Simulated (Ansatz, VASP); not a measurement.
Al in VASP and in Ansatz

```
Al
1.0
    -1.03194    1.66008    1.66008
     1.66008   -1.03194    1.66008
     1.66008    1.66008   -1.03194
Al
1
Direct
  0.00000 0.00000 0.00000
```

Alike in both runs: task single point; functional PBEsol; k mesh 28 × 28 × 28; occupations gaussian, width 0.15 eV; no spin polarisation.

```csv
,VASP,Ansatz
version,VASP 6.6.1,Ansatz 0.2.0
potentials or method,"VASP PAW PBE potentials, release 64 (Al), cutoff 520 eV","scalar-relativistic, plane waves, PAW"
valence electrons in the cell,3,3
```

|  | VASP | Ansatz | Ansatz less VASP |
| --- | --- | --- | --- |
| gap on the k mesh at the Fermi level (eV) | none | none | - |
| pressure (GPa) | 13.6 | 13.5 | -0.14 |
| traceless stress, the component that is largest in VASP (GPa) | -3.08 | -3.06 | +0.018 |

VASP's potentials were made for PBE, not for PBEsol. A gap of «none» marks a metal or a gap that the smearing closes.
